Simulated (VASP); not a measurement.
# K2SmReO6 (Fm-3m) in VASP: relaxation of cell and atoms with PBE

Aim: the relaxation of cell and atoms of K2SmReO6 with PBE.

Program: VASP 6.6.1. These are calculated values, not measurements. Logs are shortened: lines on timing, memory, paths and dates and some standing lists are left out, and cuts for length are marked.

## (1) The cell of the first run

Symmetry: Fm-3m, No. 225, cubic system. Conventional cell: a = 8.425 Å, b = 8.425 Å, c = 8.425 Å, α = 90.00°, β = 90.00°, γ = 90.00°. Within 2.8 Å of Sm (site symmetry m-3m) lie 6 O at 2.11 Å. O (site symmetry 4mm) has 1 Sm at 2.11 Å and 1 Re at 2.11 Å within 2.8 Å. Within 3.9 Å of K (site symmetry -43m) lie 12 O at 2.98 Å and 4 Sm at 3.65 Å and 4 Re at 3.65 Å. Within 2.8 Å of Re (site symmetry m-3m) lie 6 O at 2.11 Å.

## (2) Relaxation of cell and atoms, PBE, collinear spin, ferrimagnetic start

INCAR reads:

```
PREC = Accurate ; ENCUT = 600
EDIFF = 1E-6 ; ISMEAR = -1
SIGMA = 0.1 ; LREAL = False
LASPH = True ; NELM = 150
ALGO = Normal ; ISIF = 3
LWAVE = False ; LCHARG = False
ISPIN = 2 ; MAGMOM = 5.41 -0.03 -0.03 -0.03 -0.03 -0.03 -0.03 0 0 0.03
LORBIT = 11 ; LMAXMIX = 6
GGA = PE ; IBRION = 2
NSW = 100 ; EDIFFG = -0.03
```

KPOINTS reads:

```
regular mesh
0
Gamma
  5 5 5
```

POSCAR reads:

```
K2SmReO6
1.0
    0.0000000000      4.2123319900      4.2123319900
    4.2123319900      0.0000000000      4.2123319900
    4.2123319900      4.2123319900      0.0000000000
Sm O K Re
1 6 2 1
Direct
    0.5000000000      0.5000000000      0.5000000000
    0.7500000000      0.2500000000      0.2500000000
    0.2500000000      0.7500000000      0.2500000000
    0.2500000000      0.7500000000      0.7500000000
    0.7500000000      0.2500000000      0.7500000000
    0.2500000000      0.2500000000      0.7500000000
    0.7500000000      0.7500000000      0.2500000000
    0.2500000000      0.2500000000      0.2500000000
    0.7500000000      0.7500000000      0.7500000000
    0.0000000000      0.0000000000      0.0000000000
```

Potentials or basis: VASP PAW PBE potentials, release 64 (Sm, O, K_sv, Re).

The run is started by

```
$ cat potpaw_PBE.64/Sm/POTCAR potpaw_PBE.64/O/POTCAR potpaw_PBE.64/K_sv/POTCAR potpaw_PBE.64/Re/POTCAR > POTCAR
$ mpirun -np 1 vasp_std > vasp.out
```

OUTCAR:

```text
PREC = Accurate
   ENCUT = 600
   EDIFF = 1E-6
   ISMEAR = -1
   LREAL = False
   LASPH = True
   NELM = 150
   ISIF = 3
   ISPIN = 2
   LORBIT = 11
   GGA = PE
   IBRION = 2
   NSW = 100
   EDIFFG = -0.03

 ion  position               nearest neighbor table
   1  0.500  0.500  0.500-   2 2.11   3 2.11   4 2.11   5 2.11   6 2.11   7 2.11   8 3.65   9 3.65
                             8 3.65   8 3.65   8 3.65   9 3.65   9 3.65   9 3.65
   2  0.750  0.250  0.250-   1 2.11  10 2.11
   3  0.250  0.750  0.250-   1 2.11  10 2.11
   4  0.250  0.750  0.750-   1 2.11  10 2.11
   5  0.750  0.250  0.750-   1 2.11  10 2.11
   6  0.250  0.250  0.750-   1 2.11  10 2.11
   7  0.750  0.750  0.250-   1 2.11  10 2.11
   8  0.250  0.250  0.250-   1 3.65   1 3.65   1 3.65   1 3.65
   9  0.750  0.750  0.750-   1 3.65   1 3.65   1 3.65   1 3.65
  10  0.000  0.000  0.000-   2 2.11   3 2.11   4 2.11   5 2.11   6 2.11   7 2.11

  LATTYP: Found a face centered cubic cell.
 ALAT       =     8.4246639800

  Lattice vectors:

 A1 = (   0.0000000000,   4.2123319900,   4.2123319900)
 A2 = (   4.2123319900,   0.0000000000,   4.2123319900)
 A3 = (   4.2123319900,   4.2123319900,   0.0000000000)

Analysis of symmetry for initial positions (statically):
=====================================================================
 Subroutine PRICEL returns:
 Original cell was already a primitive cell.

 Routine SETGRP: Setting up the symmetry group for a
 face centered cubic supercell.

 Subroutine GETGRP returns: Found 48 space group operations
 (whereof 48 operations were pure point group operations)
 out of a pool of 48 trial point group operations.

The static configuration has the point symmetry O_h .

Analysis of symmetry for dynamics (positions and initial velocities):
=====================================================================
 Subroutine PRICEL returns:
 Original cell was already a primitive cell.

 Routine SETGRP: Setting up the symmetry group for a
 face centered cubic supercell.

 Subroutine GETGRP returns: Found 48 space group operations
 (whereof 48 operations were pure point group operations)
 out of a pool of 48 trial point group operations.

The dynamic configuration has the point symmetry O_h .

Analysis of structural, dynamic, and magnetic symmetry:
=====================================================================
 Subroutine PRICEL returns:
 Original cell was already a primitive cell.

 Routine SETGRP: Setting up the symmetry group for a
 face centered cubic supercell.

 Subroutine GETGRP returns: Found 48 space group operations
 (whereof 48 operations were pure point group operations)
 out of a pool of 48 trial point group operations.

The overall configuration has the point symmetry O_h .

 Subroutine INISYM returns: Found 48 space group operations
 (whereof 48 operations are pure point group operations),
 and found     1 'primitive' translations

----------------------------------------------------------------------------------------

                                     Primitive cell

  volume of cell :     149.4851

  direct lattice vectors                    reciprocal lattice vectors
     0.000000000  4.212331990  4.212331990    -0.118699096  0.118699096  0.118699096
     4.212331990  0.000000000  4.212331990     0.118699096 -0.118699096  0.118699096
     4.212331990  4.212331990  0.000000000     0.118699096  0.118699096 -0.118699096

  length of vectors
     5.957137029  5.957137029  5.957137029     0.205592865  0.205592865  0.205592865

  position of ions in fractional coordinates (direct lattice)
     0.500000000  0.500000000  0.500000000
     0.750000000  0.250000000  0.250000000
     0.250000000  0.750000000  0.250000000
     0.250000000  0.750000000  0.750000000
     0.750000000  0.250000000  0.750000000
     0.250000000  0.250000000  0.750000000
     0.750000000  0.750000000  0.250000000
     0.250000000  0.250000000  0.250000000
     0.750000000  0.750000000  0.750000000
     0.000000000  0.000000000  0.000000000

  ion indices of the primitive-cell ions
   primitive index   ion index
                 1           1
                 2           2
                 3           3
                 4           4
                 5           5
                 6           6
                 7           7
                 8           8
                 9           9
                10          10

----------------------------------------------------------------------------------------

 KPOINTS: regular mesh

Automatic generation of k-mesh.
 Grid dimensions read from file:
 generate k-points for:    5    5    5

 Generating k-lattice:

  Cartesian coordinates                     Fractional coordinates (reciprocal lattice)
    -0.023739819  0.023739819  0.023739819     0.200000000  0.000000000  0.000000000
     0.023739819 -0.023739819  0.023739819     0.000000000  0.200000000  0.000000000
     0.023739819  0.023739819 -0.023739819     0.000000000  0.000000000  0.200000000

  Length of vectors
     0.041118573  0.041118573  0.041118573

  Shift w.r.t. Gamma in fractional coordinates (k-lattice)
     0.000000000  0.000000000  0.000000000

 Subroutine IBZKPT returns following result:
 ===========================================

 Found     10 irreducible k-points:

 Following reciprocal coordinates:
            Coordinates               Weight
  0.000000  0.000000  0.000000      1.000000
  0.200000  0.000000  0.000000      8.000000
  0.400000  0.000000  0.000000      8.000000
  0.200000  0.200000  0.000000      6.000000
  0.400000  0.200000  0.000000     24.000000
 -0.400000  0.200000  0.000000     24.000000
 -0.200000  0.200000  0.000000     12.000000
  0.400000  0.400000  0.000000      6.000000
 -0.400000  0.400000  0.000000     12.000000
 -0.400000  0.400000  0.200000     24.000000
   k-points           NKPTS =     10   k-points in BZ     NKDIM =     10   number of bands    NBANDS=     49
   number of dos      NEDOS =    301   number of ions     NIONS =     10
   total plane-waves  NPLWV = 110592
   dimension x,y,z NGX =    48 NGY =   48 NGZ =   48
   dimension x,y,z NGXF=    96 NGYF=   96 NGZF=   96
   ions per type =               1   6   2   1
   NGX,Y,Z   is equivalent  to a cutoff of  13.40, 13.40, 13.40 a.u.
   NGXF,Y,Z  is equivalent  to a cutoff of  26.79, 26.79, 26.79 a.u.
 SYSTEM =  unknown system
   PREC   = accura    normal or accurate (medium, high low for compatibility)
   ISTART =      0    job   : 0-new  1-cont  2-samecut
   ICHARG =      2    charge: 1-file 2-atom 10-const
   ISPIN  =      2    spin polarized calculation?
   LNONCOLLINEAR =      F non collinear calculations
   LSORBIT =      F    spin-orbit coupling
   LASPH  =      T    aspherical Exc in radial PAW
   ENCUT  =  600.0 eV  44.10 Ry    6.64 a.u.  11.90 11.90 11.90*2*pi/ulx,y,z
   NELM   =    150;   NELMIN=  2; NELMDL= -5     # of ELM steps
   EDIFF  = 0.1E-05   stopping-criterion for ELM
   LREAL  =      F    real-space projection
   EDIFFG = -.3E-01   stopping-criterion for IOM
   NSW    =    100    number of steps for IOM
   IBRION =      2    ionic relax: 0-MD 1-quasi-New 2-CG
   NFREE  =      1    steps in history (QN), initial steepest desc. (CG)
   ISIF   =      3    stress and relaxation
   ISYM   =      2    0-nonsym 1-usesym 2-fastsym
   POTIM  = 0.5000    time-step for ionic-motion
   TEBEG  =    0.0;   TEEND  =   0.0 temperature during run
   PSTRESS=    0.0 pullay stress
   NELECT =      77.0000    total number of electrons
   NUPDOWN=      -1.0000    fix difference up-down
   EMIN   =  10.00;   EMAX   =-10.00  energy-range for DOS
   EFERMI =   0.00;   METHOD = LEGACY
   ISMEAR =    -1;   SIGMA  =   0.10  broadening in eV -4-tet -1-fermi 0-gaus
   EFERMI_NEDOS =   21; number of points for ismear=-14 and -15
   IALGO  =     38    algorithm
   IMIX   =      4    mixing-type and parameters
     AMIX     =   0.40;   BMIX     =  1.00
     AMIX_MAG =   1.60;   BMIX_MAG =  1.00
  volume/ion in A,a.u.               =      14.95       100.88
  Fermi-wavevector in a.u.,A,eV,Ry     =   1.312318  2.479922 23.431668  1.722179
  Thomas-Fermi vector in A             =   2.442719
   LORBIT       =     11    0 simple, 1 ext, 2 COOP (PROOUT), +10 PAW based schemes
   GGA     = PE    functional components
   LHFCALC =     F    Hartree Fock is set to
   AEXX    =    0.0000 exact exchange contribution
   IVDW    =     0    specifies the selected vdW correction
   LEPSILON=     F    determine dielectric tensor
   LRPA    =     F    only Hartree local field effects (RPA)
 conjugate gradient relaxation of ions
 spin polarized calculation
  energy-cutoff  :      600.00
  volume of cell :      149.49
 maximum number of plane-waves:      5029
   NGX = 23   NGY = 23   NGZ = 23

--------------------------------------- Ionic step        1  -------------------------------------------

 number of electron      77.0000026 magnetization       4.8989181

 Free energy of the ion-electron system (eV)
  ---------------------------------------------------
  ext. energy  EPLUGINS =         0.00000000
  ---------------------------------------------------
  free energy    TOTEN  =       -70.94211513 eV

  energy without entropy =      -70.70616795  energy(sigma->0) =      -70.82414154

------------------------ aborting loop because EDIFF is reached ----------------------------------------

  FORCE on cell =-STRESS in cart. coord.  units (eV):
  Direction    XX          YY          ZZ          XY          YZ          ZX
  --------------------------------------------------------------------------------------
  -------------------------------------------------------------------------------------
  Total       -3.4232011     -3.4232011     -3.4232011     -0.0000000     -0.0000000      0.0000000
  in kB      -36.6897900    -36.6897900    -36.6897900     -0.0000000     -0.0000000      0.0000000
  external PRESSURE =     -36.6897900 kB  Pullay stress =       0.0000000 kB
[... 119 lines left out ...]
--------------------------------------- Ionic step        4  -------------------------------------------

 number of electron      77.0000002 magnetization       4.9997011

 E-fermi :   2.1661     XC(G=0): -10.2201

 val. band max:        2.1578246524   @ k =  -0.4000   0.4000   0.2000
 cond. band min:       2.1713451019   @ k =  -0.4000   0.2000   0.0000
 fundamental gap:      0.0135204495
 Fermi energy:         2.1660795443

 spin component 1

 k-point     1 :       0.0000    0.0000    0.0000
  band No.  band energies     occupation
      1     -36.9085      1.00000
      2     -26.7064      1.00000
      3     -26.6784      1.00000
      4     -17.2541      1.00000
      5     -17.2541      1.00000
      6     -17.2541      1.00000
[... 1075 lines left out ...]
--------------------------------------- Ionic step        5  -------------------------------------------

 number of electron      76.9999997 magnetization       5.0040028

 E-fermi :   1.5801     XC(G=0):  -9.9203

 val. band max:        1.5612878655   @ k =  -0.4000   0.4000   0.2000
 cond. band min:       1.5836273164   @ k =  -0.4000   0.2000   0.0000
 fundamental gap:      0.0223394509
 Fermi energy:         1.5800519612

 spin component 1

 k-point     1 :       0.0000    0.0000    0.0000
  band No.  band energies     occupation
      1     -37.5264      1.00000
      2     -27.1411      1.00000
      3     -27.1202      1.00000
      4     -17.5780      1.00000
      5     -17.5780      1.00000
      6     -17.5780      1.00000
[... 1163 lines left out ...]
--------------------------------------- Ionic step        8  -------------------------------------------

 number of electron      76.9999990 magnetization       5.0001663

 Free energy of the ion-electron system (eV)
  ---------------------------------------------------
  ext. energy  EPLUGINS =         0.00000000
  ---------------------------------------------------
  free energy    TOTEN  =       -74.61385190 eV

  energy without entropy =      -74.34126989  energy(sigma->0) =      -74.47756090

 E-fermi :   1.7124     XC(G=0):  -9.9896

 val. band max:        1.6949028174   @ k =  -0.4000   0.4000   0.2000
 cond. band min:       1.7161125422   @ k =  -0.4000   0.2000   0.0000
 fundamental gap:      0.0212097248
 Fermi energy:         1.7123992702

 spin component 1

 k-point     1 :       0.0000    0.0000    0.0000
  band No.  band energies     occupation
      1     -37.3957      1.00000
      2     -27.0392      1.00000
      3     -27.0168      1.00000
      4     -17.4857      1.00000
      5     -17.4857      1.00000
      6     -17.4857      1.00000
[... 1069 lines left out ...]
  FREE ENERGIE OF THE ION-ELECTRON SYSTEM (eV)
  ---------------------------------------------------
  free  energy   TOTEN  =       -74.6138519044 eV

  energy  without entropy=      -74.3412698878  energy(sigma->0) =      -74.47756090

 reached required accuracy - stopping structural energy minimisation

 total charge

# of ion       s       p       d       f       tot
--------------------------------------------------
    1        2.030   5.704   0.510   5.223  13.468
    2        1.567   3.442   0.000   0.000   5.009
    3        1.567   3.442   0.000   0.000   5.009
    4        1.567   3.442   0.000   0.000   5.009
    5        1.567   3.442   0.000   0.000   5.009
    6        1.567   3.442   0.000   0.000   5.009
    7        1.567   3.442   0.000   0.000   5.009
    8        1.956   5.587   0.030   0.000   7.572
    9        1.956   5.587   0.030   0.000   7.572
   10        0.667   1.067   4.360   0.000   6.095
--------------------------------------------------
tot         16.012  38.597   4.931   5.223  64.763

 magnetization (x)

# of ion       s       p       d       f       tot
--------------------------------------------------
    1       -0.017  -0.089   0.049   5.005   4.948
    2       -0.001  -0.030   0.000   0.000  -0.032
    3       -0.001  -0.030   0.000   0.000  -0.032
    4       -0.001  -0.030   0.000   0.000  -0.032
    5       -0.001  -0.030   0.000   0.000  -0.032
    6       -0.001  -0.030   0.000   0.000  -0.032
    7       -0.001  -0.030   0.000   0.000  -0.032
    8        0.000   0.000   0.000   0.000   0.001
    9        0.000   0.000   0.000   0.000   0.001
   10        0.000  -0.007   0.061   0.000   0.053
--------------------------------------------------
tot         -0.025  -0.277   0.110   5.005   4.813
```

Wall time 1.9 h (1 thread of Intel Xeon Platinum 8259CL at 2.50GHz (Skylake/Cascade Lake), shared host); peak memory 0.55 GiB.

Results:

```yaml
Free_energy: -74.6139 eV
Relaxed_volume: 15.05 Å³/atom
Relaxed_cell: a = 5.970 Å, b = 5.970 Å, c = 5.970 Å, α = 60.00°, β = 60.00°, γ = 60.00°
Space_group_after_relaxing_to_0.05_Å: Fm-3m (No. 225)
Energy_gained_by_relaxing: 367.2 meV/atom
Ionic_steps: 8
Pressure_after_relaxing: 0.1 GPa
Band_gap_on_the_k_mesh: zero (filled and empty bands overlap)
Net_moment: 5.00 μB per cell
Site_moments: Sm +4.95; O -0.03; K +0.00; Re +0.05 μB
Valence_electrons_inside_the_program's_atomic_spheres: Sm 13.47; O 5.01; K 7.57; Re 6.09
```

Step by step:
```tsv
step	energy change (eV)	largest force (eV/Å)	pressure (GPa)	volume (Å³)
1	0.0000	5.2400	-3.67	149.49
2	-2.9012	3.2564	14.77	142.20
3	-3.5679	0.3105	4.36	144.12
4	-3.5699	0.1444	4.87	144.02
5	-3.6544	0.3182	-2.08	152.61
6	-3.6661	0.2658	-0.44	150.30
7	-3.6677	0.2307	0.45	150.60
8	-3.6717	0.0022	0.07	150.46
```

Final structure:
```
Sm O K Re
1.0
     0.00000    4.22150    4.22150
     4.22150    0.00000    4.22150
     4.22150    4.22150    0.00000
Sm O K Re
1 6 2 1
Direct
  0.50000 0.50000 0.50000
  0.77449 0.22551 0.22551
  0.22551 0.77449 0.22551
  0.22551 0.77449 0.77449
  0.77449 0.22551 0.77449
  0.22551 0.22551 0.77449
  0.77449 0.77449 0.22551
  0.25000 0.25000 0.25000
  0.75000 0.75000 0.75000
  0.00000 0.00000 0.00000
```

Caveat: the magnetic or orbital state may not be the lowest; the electronic state changed during the relaxation; spin-orbit coupling is left out, which moves the levels of the heavy elements; without U or exact exchange the open f shell lies at the Fermi level, which spoils levels, moments and volumes.
